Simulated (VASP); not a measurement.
# Ti (I4/mmm) in VASP: a series of runs

Ti is run at these levels: r2SCAN; tasks: single point.

Everything below comes from runs of VASP 6.6.1. Logs are shortened: lines on timing, memory, paths and dates and some standing lists are left out, and cuts for length are marked.

## (1) The cell of the first run

It takes space group I4/mmm (No. 139, tetragonal). The conventional cell has a = 2.986 Å, b = 2.986 Å, c = 4.385 Å, α = 90.00°, β = 90.00°, γ = 90.00°. Within 3.9 Å of Ti (site symmetry 4/mmm) lie 12 Ti at 2.99 to 3.04 Å.

## (2) Single point, r2SCAN (strain +0.040 along x and y, +0.080 along z)

POSCAR

```
Ti
1.0
    0.0000000000      2.1112000000      2.1924000000
    2.1112000000      0.0000000000      2.1924000000
    2.1112000000      2.1112000000      0.0000000000
Ti
1
Direct
    0.0000000000      0.0000000000      0.0000000000
```

INCAR.step1

```
PREC = Accurate ; ENCUT = 520
ISMEAR = 0 ; SIGMA = 0.15
LREAL = F ; LASPH = T
NELM = 100 ; NBANDS = 12
GGA = PE ; ALGO = Normal
EDIFF = 1E-4 ; LWAVE = T
LCHARG = F
```

INCAR.step2

```
PREC = Accurate ; ENCUT = 520
EDIFF = 1E-6 ; ISMEAR = 0
SIGMA = 0.15 ; LREAL = F
LASPH = T ; NELM = 100
ALGO = Normal ; ISIF = 2
LWAVE = F ; LCHARG = T
METAGGA = R2SCAN ; LMIXTAU = T
LELF = T ; LVHAR = T
NBANDS = 12 ; ISTART = 1
```

KPOINTS

```
regular mesh
0
Gamma
  20 20 20
```

Potentials or basis: VASP PAW PBE potentials, release 64 (Ti_sv).

Launch:

```console
$ cat potpaw_PBE.64/Ti_sv/POTCAR > POTCAR
$ cp INCAR.step1 INCAR
$ mpirun -np 1 vasp_std > vasp.out
$ cp INCAR.step2 INCAR
$ mpirun -np 1 vasp_std > vasp.out
```

OUTCAR:

```text
PREC = Accurate
   ENCUT = 520
   EDIFF = 1E-6
   ISMEAR = 0
   LREAL = F
   LASPH = T
   NELM = 100
   ISIF = 2
   METAGGA = R2SCAN
   ISTART = 1

 ion  position               nearest neighbor table
   1  0.000  0.000  0.000-

  LATTYP: Found a body centered tetragonal cell.
 ALAT       =     2.9856876729
 C/A-ratio  =     1.4686063917

  Lattice vectors:

 A1 = (  -2.1112000000,   0.0000000000,   2.1924000000)
 A2 = (   2.1112000000,   0.0000000000,   2.1924000000)
 A3 = (   0.0000000000,   2.1112000000,  -2.1924000000)

Analysis of symmetry for initial positions (statically):
=====================================================================
 Subroutine PRICEL returns:
 Original cell was already a primitive cell.

 Routine SETGRP: Setting up the symmetry group for a
 body centered tetragonal supercell.

 Subroutine GETGRP returns: Found 16 space group operations
 (whereof 16 operations were pure point group operations)
 out of a pool of 16 trial point group operations.

The static configuration has the point symmetry D_4h.

Analysis of symmetry for dynamics (positions and initial velocities):
=====================================================================
 Subroutine PRICEL returns:
 Original cell was already a primitive cell.

 Routine SETGRP: Setting up the symmetry group for a
 body centered tetragonal supercell.

 Subroutine GETGRP returns: Found 16 space group operations
 (whereof 16 operations were pure point group operations)
 out of a pool of 16 trial point group operations.

The dynamic configuration has the point symmetry D_4h.

 Subroutine INISYM returns: Found 16 space group operations
 (whereof 16 operations are pure point group operations),
 and found     1 'primitive' translations

----------------------------------------------------------------------------------------

                                     Primitive cell

  volume of cell :      19.5438

  direct lattice vectors                    reciprocal lattice vectors
     0.000000000  2.111200000  2.192400000    -0.236832133  0.236832133  0.228060573
     2.111200000  0.000000000  2.192400000     0.236832133 -0.236832133  0.228060573
     2.111200000  2.111200000  0.000000000     0.236832133  0.236832133 -0.228060573

  length of vectors
     3.043646366  3.043646366  2.985687673     0.405204323  0.405204323  0.405204323

  position of ions in fractional coordinates (direct lattice)
     0.000000000  0.000000000  0.000000000

  ion indices of the primitive-cell ions
[... 75 lines left out ...]
   LREAL  =      F    real-space projection
   EDIFFG = 0.1E-04   stopping-criterion for IOM
   NSW    =      0    number of steps for IOM
   IBRION =     -1    ionic relax: 0-MD 1-quasi-New 2-CG
   NFREE  =      0    steps in history (QN), initial steepest desc. (CG)
   ISIF   =      2    stress and relaxation
   ISYM   =      2    0-nonsym 1-usesym 2-fastsym
   POTIM  = 0.5000    time-step for ionic-motion
   TEBEG  =    0.0;   TEEND  =   0.0 temperature during run
   PSTRESS=    0.0 pullay stress
   NELECT =      12.0000    total number of electrons
   NUPDOWN=      -1.0000    fix difference up-down
   EMIN   =  10.00;   EMAX   =-10.00  energy-range for DOS
   EFERMI =   0.00;   METHOD = LEGACY
   ISMEAR =     0;   SIGMA  =   0.15  broadening in eV -4-tet -1-fermi 0-gaus
   EFERMI_NEDOS =   21; number of points for ismear=-14 and -15
   IALGO  =     38    algorithm
   IMIX   =      4    mixing-type and parameters
     AMIX     =   0.40;   BMIX     =  1.00
     AMIX_MAG =   1.60;   BMIX_MAG =  1.00
  volume/ion in A,a.u.               =      19.54       131.89
  Fermi-wavevector in a.u.,A,eV,Ry     =   1.391444  2.629448 26.342463  1.936116
  Thomas-Fermi vector in A             =   2.515282
   LORBIT       =      0    0 simple, 1 ext, 2 COOP (PROOUT), +10 PAW based schemes
   METAGGA = R2SCAN    functional components
   LHFCALC =     F    Hartree Fock is set to
   AEXX    =    0.0000 exact exchange contribution
   IVDW    =     0    specifies the selected vdW correction
   LEPSILON=     F    determine dielectric tensor
   LRPA    =     F    only Hartree local field effects (RPA)
 non-spin polarized calculation
 Gauss-broadening in eV      SIGMA  =   0.15
  energy-cutoff  :      520.00
  volume of cell :       19.54
 maximum number of plane-waves:       548
   NGX = 11   NGY = 11   NGZ = 11

 number of electron      12.0000003 magnetization

 Free energy of the ion-electron system (eV)
  ---------------------------------------------------
  ext. energy  EPLUGINS =         0.00000000
  ---------------------------------------------------
  free energy    TOTEN  =       -12.81236300 eV

  energy without entropy =      -12.79262382  energy(sigma->0) =      -12.80249341

 E-fermi :   7.0160     XC(G=0): -11.8221

 val. band max:        7.0159340315   @ k =  -0.3000   0.3000   0.1500
 cond. band min:       7.0206322931   @ k =   0.2500   0.0500   0.2000
 fundamental gap:      0.0046982617
 Fermi energy:         7.0160392672

 k-point     1 :       0.0000    0.0000    0.0000
  band No.  band energies     occupation
      1     -52.2717      2.00000
      2     -27.1857      2.00000
      3     -27.1828      2.00000
      4     -27.1828      2.00000
      5       0.8438      2.00000
      6       7.7527      0.00000
      7       8.0181      0.00000
      8       8.0181      0.00000
      9       9.3226      0.00000
     10       9.6209      0.00000
     11      22.1987      0.00000
     12      25.9579      0.00000
[... 331 lines left out ...]
 k-point    24 :      -0.3500    0.0500    0.0000
  band No.  band energies     occupation
      1     -52.2047      2.00000
      2     -27.5799      2.00000
      3     -27.2569      2.00000
      4     -27.2213      2.00000
      5       4.0018      2.00000
      6       6.9018      1.71876
      7       7.8380      0.00000
      8       8.1879      0.00000
      9       9.8490      0.00000
     10      10.2273      0.00000
     11      16.1239      0.00000
     12      21.7440      0.00000

 [... further k-points ...]
[... 5 lines left out ...]
  --------------------------------------------------------------------------------------
  -------------------------------------------------------------------------------------
  Total       -1.2292212     -1.2292212     -1.3930563      0.0000000      0.0000000     -0.0000000
  in kB     -100.7701925   -100.7701925   -114.2012107      0.0000000      0.0000000     -0.0000000
  external PRESSURE =    -105.2471986 kB  Pullay stress =       0.0000000 kB

 VOLUME and BASIS-vectors are now :
 -----------------------------------------------------------------------------
  energy-cutoff  :      520.00
  volume of cell :       19.54
      direct lattice vectors                 reciprocal lattice vectors
     0.000000000  2.111200000  2.192400000    -0.236832133  0.236832133  0.228060573
     2.111200000  0.000000000  2.192400000     0.236832133 -0.236832133  0.228060573
     2.111200000  2.111200000  0.000000000     0.236832133  0.236832133 -0.228060573

 POSITION                                       TOTAL-FORCE (eV/Angst)
 -----------------------------------------------------------------------------------
      0.00000      0.00000      0.00000         0.000000      0.000000      0.000000
 -----------------------------------------------------------------------------------
    total drift:                                0.000000      0.000000     -0.000000

  FREE ENERGIE OF THE ION-ELECTRON SYSTEM (eV)
  ---------------------------------------------------
  free  energy   TOTEN  =       -12.8123630047 eV

  energy  without entropy=      -12.7926238191  energy(sigma->0) =      -12.80249341
```

OSZICAR.step1:

```text
N       E                     dE             d eps       ncg     rms          rms(c)
DAV:   1     0.870357559816E+02    0.87036E+02   -0.65764E+03 15432   0.117E+03
DAV:   2    -0.430943235016E+01   -0.91345E+02   -0.89062E+02 15636   0.294E+02
DAV:   3    -0.881069768678E+01   -0.45013E+01   -0.44535E+01 21940   0.660E+01
DAV:   4    -0.890740522033E+01   -0.96708E-01   -0.96595E-01 17388   0.870E+00
DAV:   5    -0.890986366477E+01   -0.24584E-02   -0.24583E-02 18896   0.124E+00    0.758E+00
DAV:   6    -0.772179768518E+01    0.11881E+01   -0.25307E+00 16660   0.229E+01    0.190E+00
DAV:   7    -0.770468813010E+01    0.17110E-01   -0.90829E-02 19088   0.326E+00    0.121E+00
DAV:   8    -0.770923383402E+01   -0.45457E-02   -0.33680E-02 15884   0.255E+00    0.188E-01
DAV:   9    -0.770928246323E+01   -0.48629E-04   -0.48392E-03 20532   0.854E-01    0.802E-02
DAV:  10    -0.770926174137E+01    0.20722E-04   -0.25592E-04 16532   0.200E-01
   1 F= -.77092617E+01 E0= -.76978075E+01  d E =-.229086E-01
```

It took 11 min on 1 thread of Intel Xeon 8259CL, shared host; peak memory 0.26 GiB.

What came out:

- Free energy: -12.8124 eV
- Pressure: -10.5 GPa
- Band gap on the k mesh: zero (bands 6 and 7 overlap by 1.31 eV)

Caveat: the cell differs from its parent crystal (strain +0.040 along x and y, +0.080 along z); the cell stands under tension; the PAW data sets were made with another functional, which shifts forces and pressure a little.

## (3) Single point, r2SCAN (strain +0.080 along x and y, +0.040 along z)

POSCAR

```
Ti
1.0
    0.0000000000      2.1924000000      2.1112000000
    2.1924000000      0.0000000000      2.1112000000
    2.1924000000      2.1924000000      0.0000000000
Ti
1
Direct
    0.0000000000      0.0000000000      0.0000000000
```

INCAR.step1

```
ALGO = Normal
EDIFF = 1E-4
ENCUT = 520
GGA = PE
ISMEAR = 0
LASPH = T
LCHARG = F
LREAL = F
LWAVE = T
NBANDS = 12
NELM = 80
PREC = Accurate
SIGMA = 0.15
```

INCAR.step2

```
ALGO = Normal
EDIFF = 1E-6
ENCUT = 520
ISIF = 2
ISMEAR = 0
ISTART = 1
LASPH = T
LCHARG = F
LMIXTAU = T
LREAL = F
LWAVE = F
METAGGA = R2SCAN
NBANDS = 12
NELM = 80
PREC = Accurate
SIGMA = 0.15
```

KPOINTS

```
k-points
0
Gamma
  20 20 20
```

Potentials or basis: VASP PAW PBE potentials, release 64 (Ti_sv).

Launch:

```console
$ cat potpaw_PBE.64/Ti_sv/POTCAR > POTCAR
$ cp INCAR.step1 INCAR
$ mpirun -np 1 vasp_std > vasp.out
$ cp INCAR.step2 INCAR
$ mpirun -np 1 vasp_std > vasp.out
```

OUTCAR:

```text
EDIFF = 1E-6
   ENCUT = 520
   ISIF = 2
   ISMEAR = 0
   ISTART = 1
   LASPH = T
   LREAL = F
   METAGGA = R2SCAN
   NELM = 80
   PREC = Accurate

 ion  position               nearest neighbor table
   1  0.000  0.000  0.000-

  LATTYP: Found a body centered tetragonal cell.
 ALAT       =     3.1005218141
 C/A-ratio  =     1.3618352823

  Lattice vectors:

 A1 = (   0.0000000000,  -2.1924000000,  -2.1112000000)
 A2 = (   0.0000000000,   2.1924000000,  -2.1112000000)
 A3 = (   2.1924000000,   0.0000000000,   2.1112000000)

Analysis of symmetry for initial positions (statically):
=====================================================================
 Subroutine PRICEL returns:
 Original cell was already a primitive cell.

 Routine SETGRP: Setting up the symmetry group for a
 body centered tetragonal supercell.

 Subroutine GETGRP returns: Found 16 space group operations
 (whereof 16 operations were pure point group operations)
 out of a pool of 16 trial point group operations.

The static configuration has the point symmetry D_4h.

Analysis of symmetry for dynamics (positions and initial velocities):
=====================================================================
[... 161 lines left out ...]
 Fermi energy:         6.6555083606

 k-point     1 :       0.0000    0.0000    0.0000
  band No.  band energies     occupation
      1     -52.7133      2.00000
      2     -27.6530      2.00000
      3     -27.6529      2.00000
      4     -27.6500      2.00000
      5       0.5829      2.00000
      6       7.4550      0.00000
      7       7.4550      0.00000
      8       7.6925      0.00000
      9       8.8722      0.00000
     10       9.1367      0.00000
     11      21.6369      0.00000
     12      25.4788      0.00000
[... 331 lines left out ...]
 k-point    24 :      -0.3500    0.0500    0.0000
  band No.  band energies     occupation
      1     -52.6569      2.00000
      2     -27.9940      2.00000
      3     -27.7050      2.00000
      4     -27.6995      2.00000
      5       3.6521      2.00000
      6       6.5476      1.69085
      7       7.5273      0.00000
      8       7.7038      0.00000
      9       9.3971      0.00000
     10       9.6497      0.00000
     11      15.4721      0.00000
     12      21.3509      0.00000

 [... further k-points ...]
[... 5 lines left out ...]
  --------------------------------------------------------------------------------------
  -------------------------------------------------------------------------------------
  Total       -1.7121225     -1.7121225     -1.5496431      0.0000000     -0.0000000      0.0000000
  in kB     -135.1594593   -135.1594593   -122.3329097      0.0000000     -0.0000000      0.0000000
  external PRESSURE =    -130.8839428 kB  Pullay stress =       0.0000000 kB

 VOLUME and BASIS-vectors are now :
 -----------------------------------------------------------------------------
  energy-cutoff  :      520.00
  volume of cell :       20.30
      direct lattice vectors                 reciprocal lattice vectors
     0.000000000  2.192400000  2.111200000    -0.228060573  0.228060573  0.236832133
     2.192400000  0.000000000  2.111200000     0.228060573 -0.228060573  0.236832133
     2.192400000  2.192400000  0.000000000     0.228060573  0.228060573 -0.236832133

 POSITION                                       TOTAL-FORCE (eV/Angst)
 -----------------------------------------------------------------------------------
      0.00000      0.00000      0.00000         0.000000      0.000000      0.000000
 -----------------------------------------------------------------------------------
    total drift:                               -0.000000      0.000000      0.000000

  FREE ENERGIE OF THE ION-ELECTRON SYSTEM (eV)
  ---------------------------------------------------
  free  energy   TOTEN  =       -12.7571875446 eV

  energy  without entropy=      -12.7368355923  energy(sigma->0) =      -12.74701157
```

OUTCAR.step1:

```text
EDIFF = 1E-4
   ENCUT = 520
   GGA = PE
   ISMEAR = 0
   LASPH = T
[... 576 lines left out ...]

 POSITION                                       TOTAL-FORCE (eV/Angst)
 -----------------------------------------------------------------------------------
      0.00000      0.00000      0.00000         0.000000     -0.000000      0.000000
 -----------------------------------------------------------------------------------
    total drift:                                0.000000      0.000000      0.000000

  FREE ENERGIE OF THE ION-ELECTRON SYSTEM (eV)
  ---------------------------------------------------
  free  energy   TOTEN  =        -7.6553811336 eV

  energy  without entropy=       -7.6315343247  energy(sigma->0) =       -7.64345773
```

OSZICAR.step1:

```text
N       E                     dE             d eps       ncg     rms          rms(c)
DAV:   1     0.869206067640E+02    0.86921E+02   -0.65451E+03 15420   0.116E+03
DAV:   2    -0.427142567034E+01   -0.91192E+02   -0.88967E+02 15712   0.292E+02
DAV:   3    -0.880352843997E+01   -0.45321E+01   -0.44774E+01 21820   0.661E+01
DAV:   4    -0.890577243122E+01   -0.10224E+00   -0.10209E+00 17576   0.884E+00
DAV:   5    -0.890823193638E+01   -0.24595E-02   -0.24594E-02 18876   0.123E+00    0.741E+00
DAV:   6    -0.766876269930E+01    0.12395E+01   -0.26784E+00 16688   0.233E+01    0.185E+00
DAV:   7    -0.765218112858E+01    0.16582E-01   -0.88024E-02 19032   0.310E+00    0.120E+00
DAV:   8    -0.765541711719E+01   -0.32360E-02   -0.32456E-02 15960   0.254E+00    0.180E-01
DAV:   9    -0.765540924074E+01    0.78765E-05   -0.46954E-03 20188   0.843E-01    0.788E-02
DAV:  10    -0.765538113364E+01    0.28107E-04   -0.26894E-04 16740   0.204E-01
   1 F= -.76553811E+01 E0= -.76434577E+01  d E =-.238468E-01
```

Run time: 8.7 min. Hardware: 1 thread of Intel Xeon 8259CL, shared host; peak memory 0.27 GiB.

Results:

```
Free energy            : -12.7572 eV
Pressure               : -13.1 GPa
Band gap on the k mesh : zero (bands 6 and 7 overlap by 1.25 eV)
```

Stress tensor (GPa, compression positive):
```
-13.52   0.00   0.00
  0.00 -13.52   0.00
  0.00   0.00 -12.23
```

Caveat: the cell differs from its parent crystal (strain +0.080 along x and y, +0.040 along z); the cell stands under tension; the PAW data sets were made with another functional, which shifts forces and pressure a little.
